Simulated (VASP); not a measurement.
# Li2Se (Fm-3m) in VASP: single point with PBE

Aim: the single point of Li2Se with PBE.

Program: VASP 6.6.1. These are calculated values, not measurements. Logs are shortened: lines on timing, memory, paths and dates and some standing lists are left out, and cuts for length are marked.

## Step 1: The cell of the first run

The structure is cubic, space group Fm-3m (No. 225). Conventional cell: a = 6.005 Å, b = 6.005 Å, c = 6.005 Å, α = 90.00°, β = 90.00°, γ = 90.00°. Li (site symmetry -43m) has 4 Se at 2.60 Å and 6 Li at 3.00 Å within 3.4 Å. Within 3.4 Å of Se (site symmetry m-3m) lie 8 Li at 2.60 Å.

## Step 2: Single point, PBE

INCAR

```
PREC = Accurate ; ENCUT = 750
EDIFF = 1E-6 ; ISMEAR = 0
SIGMA = 0.01 ; LREAL = False
LASPH = True ; NELM = 120
ALGO = Normal ; ISIF = 2
LWAVE = False ; LCHARG = True
GGA = PE ; LELF = True
LVHAR = True ; NBANDS = 13
GGA_COMPAT = False
```

KPOINTS

```
regular mesh
0
Gamma
  4 4 4
```

POSCAR

```
Li2Se
1.0
    0.0000000000      3.0025000000      3.0025000000
    3.0025000000      0.0000000000      3.0025000000
    3.0025000000      3.0025000000      0.0000000000
Li Se
2 1
Direct
    0.2500000000      0.2500000000      0.2500000000
    0.7500000000      0.7500000000      0.7500000000
    0.0000000000      0.0000000000      0.0000000000
```

Potentials or basis: VASP PAW PBE potentials, release 64 (Li_sv, Se).

Launch:

```bash
$ cat potpaw_PBE.64/Li_sv/POTCAR potpaw_PBE.64/Se/POTCAR > POTCAR
$ mpirun -np 1 vasp_std > vasp.out
```

OUTCAR:

```text
PREC = Accurate
   ENCUT = 750
   EDIFF = 1E-6
   ISMEAR = 0
   LREAL = False
   LASPH = True
   NELM = 120
   ISIF = 2
   GGA = PE

 ion  position               nearest neighbor table
   1  0.250  0.250  0.250-   3 2.60   3 2.60   3 2.60   3 2.60
   2  0.750  0.750  0.750-   3 2.60   3 2.60   3 2.60   3 2.60
   3  0.000  0.000  0.000-   1 2.60   2 2.60   2 2.60   2 2.60   2 2.60   1 2.60   1 2.60   1 2.60

  LATTYP: Found a face centered cubic cell.
 ALAT       =     6.0050000000

  Lattice vectors:

 A1 = (   0.0000000000,   3.0025000000,   3.0025000000)
 A2 = (   3.0025000000,   0.0000000000,   3.0025000000)
 A3 = (   3.0025000000,   3.0025000000,   0.0000000000)

Analysis of symmetry for initial positions (statically):
=====================================================================
 Subroutine PRICEL returns:
 Original cell was already a primitive cell.

 Routine SETGRP: Setting up the symmetry group for a
 face centered cubic supercell.

 Subroutine GETGRP returns: Found 48 space group operations
 (whereof 48 operations were pure point group operations)
 out of a pool of 48 trial point group operations.

The static configuration has the point symmetry O_h .

Analysis of symmetry for dynamics (positions and initial velocities):
=====================================================================
 Subroutine PRICEL returns:
 Original cell was already a primitive cell.

 Routine SETGRP: Setting up the symmetry group for a
 face centered cubic supercell.

 Subroutine GETGRP returns: Found 48 space group operations
 (whereof 48 operations were pure point group operations)
 out of a pool of 48 trial point group operations.

The dynamic configuration has the point symmetry O_h .

 Subroutine INISYM returns: Found 48 space group operations
 (whereof 48 operations are pure point group operations),
 and found     1 'primitive' translations

----------------------------------------------------------------------------------------

                                     Primitive cell

  volume of cell :      54.1351

  direct lattice vectors                    reciprocal lattice vectors
     0.000000000  3.002500000  3.002500000    -0.166527893  0.166527893  0.166527893
     3.002500000  0.000000000  3.002500000     0.166527893 -0.166527893  0.166527893
     3.002500000  3.002500000  0.000000000     0.166527893  0.166527893 -0.166527893

  length of vectors
     4.246176221  4.246176221  4.246176221     0.288434772  0.288434772  0.288434772

  position of ions in fractional coordinates (direct lattice)
     0.250000000  0.250000000  0.250000000
     0.750000000  0.750000000  0.750000000
     0.000000000  0.000000000  0.000000000

  ion indices of the primitive-cell ions
   primitive index   ion index
                 1           1
                 2           2
                 3           3

----------------------------------------------------------------------------------------

 KPOINTS: regular mesh

Automatic generation of k-mesh.
 Grid dimensions read from file:
 generate k-points for:    4    4    4

 Generating k-lattice:

  Cartesian coordinates                     Fractional coordinates (reciprocal lattice)
    -0.041631973  0.041631973  0.041631973     0.250000000  0.000000000  0.000000000
     0.041631973 -0.041631973  0.041631973     0.000000000  0.250000000  0.000000000
     0.041631973  0.041631973 -0.041631973     0.000000000  0.000000000  0.250000000

  Length of vectors
     0.072108693  0.072108693  0.072108693

  Shift w.r.t. Gamma in fractional coordinates (k-lattice)
     0.000000000  0.000000000  0.000000000

 Subroutine IBZKPT returns following result:
 ===========================================

 Found      8 irreducible k-points:

 Following reciprocal coordinates:
            Coordinates               Weight
  0.000000  0.000000  0.000000      1.000000
  0.250000  0.000000  0.000000      8.000000
  0.500000  0.000000  0.000000      4.000000
  0.250000  0.250000  0.000000      6.000000
  0.500000  0.250000  0.000000     24.000000
 -0.250000  0.250000  0.000000     12.000000
  0.500000  0.500000  0.000000      3.000000
 -0.250000  0.500000  0.250000      6.000000
   k-points           NKPTS =      8   k-points in BZ     NKDIM =      8   number of bands    NBANDS=     13
   number of dos      NEDOS =    301   number of ions     NIONS =      3
   total plane-waves  NPLWV =  64000
   dimension x,y,z NGX =    40 NGY =   40 NGZ =   40
   dimension x,y,z NGXF=    80 NGYF=   80 NGZF=   80
   ions per type =               2   1
   NGX,Y,Z   is equivalent  to a cutoff of  15.66, 15.66, 15.66 a.u.
   NGXF,Y,Z  is equivalent  to a cutoff of  31.32, 31.32, 31.32 a.u.
 SYSTEM =  unknown system
   PREC   = accura    normal or accurate (medium, high low for compatibility)
   ISTART =      0    job   : 0-new  1-cont  2-samecut
   ICHARG =      2    charge: 1-file 2-atom 10-const
   ISPIN  =      1    spin polarized calculation?
   LNONCOLLINEAR =      F non collinear calculations
   LSORBIT =      F    spin-orbit coupling
   LASPH  =      T    aspherical Exc in radial PAW
   ENCUT  =  750.0 eV  55.12 Ry    7.42 a.u.   9.48  9.48  9.48*2*pi/ulx,y,z
   NELM   =    120;   NELMIN=  2; NELMDL= -5     # of ELM steps
   EDIFF  = 0.1E-05   stopping-criterion for ELM
   LREAL  =      F    real-space projection
   EDIFFG = 0.1E-04   stopping-criterion for IOM
   NSW    =      0    number of steps for IOM
   IBRION =     -1    ionic relax: 0-MD 1-quasi-New 2-CG
   NFREE  =      0    steps in history (QN), initial steepest desc. (CG)
   ISIF   =      2    stress and relaxation
   ISYM   =      2    0-nonsym 1-usesym 2-fastsym
   POTIM  = 0.5000    time-step for ionic-motion
   TEBEG  =    0.0;   TEEND  =   0.0 temperature during run
   PSTRESS=    0.0 pullay stress
   NELECT =      12.0000    total number of electrons
   NUPDOWN=      -1.0000    fix difference up-down
   EMIN   =  10.00;   EMAX   =-10.00  energy-range for DOS
   EFERMI =   0.00;   METHOD = LEGACY
   ISMEAR =     0;   SIGMA  =   0.01  broadening in eV -4-tet -1-fermi 0-gaus
   EFERMI_NEDOS =   21; number of points for ismear=-14 and -15
   IALGO  =     38    algorithm
   IMIX   =      4    mixing-type and parameters
     AMIX     =   0.40;   BMIX     =  1.00
     AMIX_MAG =   1.60;   BMIX_MAG =  1.00
  volume/ion in A,a.u.               =      18.05       121.77
  Fermi-wavevector in a.u.,A,eV,Ry     =   0.990776  1.872296 13.355989  0.981637
  Thomas-Fermi vector in A             =   2.122471
   LORBIT       =      0    0 simple, 1 ext, 2 COOP (PROOUT), +10 PAW based schemes
   GGA     = PE    functional components
   LHFCALC =     F    Hartree Fock is set to
   AEXX    =    0.0000 exact exchange contribution
   IVDW    =     0    specifies the selected vdW correction
   LEPSILON=     F    determine dielectric tensor
   LRPA    =     F    only Hartree local field effects (RPA)
 non-spin polarized calculation
 Gauss-broadening in eV      SIGMA  =   0.01
  energy-cutoff  :      750.00
  volume of cell :       54.14
 maximum number of plane-waves:      2565
 NGX is ok and might be reduce to    40
   NGX = 19   NGY = 19   NGZ = 19

 number of electron      12.0000004 magnetization

 Free energy of the ion-electron system (eV)
  ---------------------------------------------------
  ext. energy  EPLUGINS =         0.00000000
  ---------------------------------------------------
  free energy    TOTEN  =       -11.11937441 eV

  energy without entropy =      -11.11937441  energy(sigma->0) =      -11.11937441

 E-fermi :   1.1558     XC(G=0):  -8.2582

 val. band max:        1.0041405335   @ k =   0.0000   0.0000   0.0000
 cond. band min:       3.9743885593   @ k =   0.5000   0.5000   0.0000
 fundamental gap:      2.9702480258
 Fermi energy:         1.1557553607

 k-point     1 :       0.0000    0.0000    0.0000
  band No.  band energies     occupation
      1     -43.7210      2.00000
      2     -43.6973      2.00000
      3     -10.3831      2.00000
      4       1.0041      2.00000
      5       1.0041      2.00000
      6       1.0041      2.00000
      7       4.3846      0.00000
      8       6.6178      0.00000
      9       6.6178      0.00000
     10       6.6178      0.00000
     11      11.5789      0.00000
     12      11.5789      0.00000
     13      11.9174      0.00000

 k-point     2 :       0.2500    0.0000    0.0000
  band No.  band energies     occupation
      1     -43.7173      2.00000
      2     -43.7005      2.00000
      3     -10.2111      2.00000
      4      -0.7536      2.00000
      5       0.7142      2.00000
      6       0.7142      2.00000
      7       5.5241      0.00000
      8       7.1587      0.00000
      9       7.1587      0.00000
     10       7.8812      0.00000
     11      10.0284      0.00000
     12      10.0284      0.00000
     13      12.3644      0.00000

 k-point     3 :       0.5000    0.0000    0.0000
  band No.  band energies     occupation
      1     -43.7087      2.00000
      2     -43.7087      2.00000
      3     -10.0185      2.00000
      4      -1.8996      2.00000
      5       0.4780      2.00000
      6       0.4780      2.00000
      7       6.1033      0.00000
      8       6.9565      0.00000
      9       6.9565      0.00000
     10       8.9457      0.00000
     11      12.4888      0.00000
     12      12.4888      0.00000
     13      13.5736      0.00000

 k-point     4 :       0.2500    0.2500    0.0000
  band No.  band energies     occupation
      1     -43.7168      2.00000
      2     -43.7009      2.00000
      3     -10.1561      2.00000
      4      -0.4368      2.00000
      5       0.1734      2.00000
      6       0.1734      2.00000
      7       5.2312      0.00000
      8       6.8898      0.00000
      9       8.3620      0.00000
     10       8.3620      0.00000
     11       9.1008      0.00000
     12      12.5451      0.00000
     13      13.7934      0.00000

 k-point     5 :       0.5000    0.2500    0.0000
  band No.  band energies     occupation
      1     -43.7114      2.00000
      2     -43.7058      2.00000
      3      -9.9646      2.00000
      4      -1.4275      2.00000
      5      -0.3662      2.00000
      6      -0.0317      2.00000
      7       5.4112      0.00000
      8       8.1316      0.00000
      9       8.3545      0.00000
     10       8.6969      0.00000
     11      11.3202      0.00000
     12      12.5011      0.00000
     13      13.4184      0.00000

 k-point     6 :      -0.2500    0.2500    0.0000
  band No.  band energies     occupation
      1     -43.7127      2.00000
      2     -43.7047      2.00000
      3     -10.0262      2.00000
      4      -1.3023      2.00000
      5      -0.4263      2.00000
      6       0.4420      2.00000
      7       6.4224      0.00000
      8       7.1205      0.00000
      9       8.5568      0.00000
     10       8.6945      0.00000
     11       8.8445      0.00000
     12      12.1283      0.00000
     13      14.1161      0.00000

 k-point     7 :       0.5000    0.5000    0.0000
  band No.  band energies     occupation
      1     -43.7125      2.00000
      2     -43.7046      2.00000
      3      -9.9081      2.00000
      4      -1.2746      2.00000
      5      -0.4328      2.00000
      6      -0.4328      2.00000
      7       3.9744      0.00000
      8       7.1645      0.00000
      9      11.3114      0.00000
     10      11.3114      0.00000
     11      12.3932      0.00000
     12      12.7642      0.00000
     13      12.7642      0.00000

 k-point     8 :      -0.2500    0.5000    0.2500
  band No.  band energies     occupation
      1     -43.7086      2.00000
      2     -43.7086      2.00000
      3      -9.9010      2.00000
      4      -0.8968      2.00000
      5      -0.8968      2.00000
      6      -0.7498      2.00000
      7       6.1525      0.00000
      8       7.3795      0.00000
      9       9.0268      0.00000
     10       9.0268      0.00000
     11      12.0701      0.00000
     12      12.0701      0.00000
     13      12.9951      0.00000

------------------------ aborting loop because EDIFF is reached ----------------------------------------

  FORCE on cell =-STRESS in cart. coord.  units (eV):
  Direction    XX          YY          ZZ          XY          YZ          ZX
  --------------------------------------------------------------------------------------
  -------------------------------------------------------------------------------------
  Total        0.0054577      0.0054577      0.0054577      0.0000000      0.0000000     -0.0000000
  in kB        0.1615241      0.1615241      0.1615241      0.0000000      0.0000000     -0.0000000
  external PRESSURE =       0.1615241 kB  Pullay stress =       0.0000000 kB

 VOLUME and BASIS-vectors are now :
 -----------------------------------------------------------------------------
  energy-cutoff  :      750.00
  volume of cell :       54.14
      direct lattice vectors                 reciprocal lattice vectors
     0.000000000  3.002500000  3.002500000    -0.166527893  0.166527893  0.166527893
     3.002500000  0.000000000  3.002500000     0.166527893 -0.166527893  0.166527893
     3.002500000  3.002500000  0.000000000     0.166527893  0.166527893 -0.166527893

 POSITION                                       TOTAL-FORCE (eV/Angst)
 -----------------------------------------------------------------------------------
      1.50125      1.50125      1.50125        -0.000000     -0.000000     -0.000000
      4.50375      4.50375      4.50375         0.000000      0.000000      0.000000
      0.00000      0.00000      0.00000         0.000000      0.000000      0.000000
 -----------------------------------------------------------------------------------
    total drift:                                0.000000     -0.000000      0.000000

  FREE ENERGIE OF THE ION-ELECTRON SYSTEM (eV)
  ---------------------------------------------------
  free  energy   TOTEN  =       -11.1193744055 eV

  energy  without entropy=      -11.1193744055  energy(sigma->0) =      -11.11937441
```

Wall time 14 s (1 thread of Intel Xeon Platinum 8559C (Emerald Rapids), shared host); peak memory 0.23 GiB.

Results:

```yaml
Free_energy: -11.1194 eV
Pressure: 0.0 GPa
Band_gap_on_the_k_mesh: 2.97 eV, indirect (least direct gap 3.38 eV)
```

Levels at points of the mesh, in eV from the valence-band top:
```tsv
k point	band 3	band 4	band 5	band 6	band 7	band 8	band 9	band 10
(0.00, 0.00, 0.00)	-11.39	0.00	0.00	0.00	3.38	5.61	5.61	5.61
(0.50, 0.00, 0.00)	-11.02	-2.90	-0.53	-0.53	5.10	5.95	5.95	7.94
(0.50, 0.50, 0.00)	-10.91	-2.28	-1.44	-1.44	2.97	6.16	10.31	10.31
```

Caveat: the k points lie up to 0.45 Å⁻¹ apart. A hybrid or GW would open this gap; PBE tends to underestimate it.
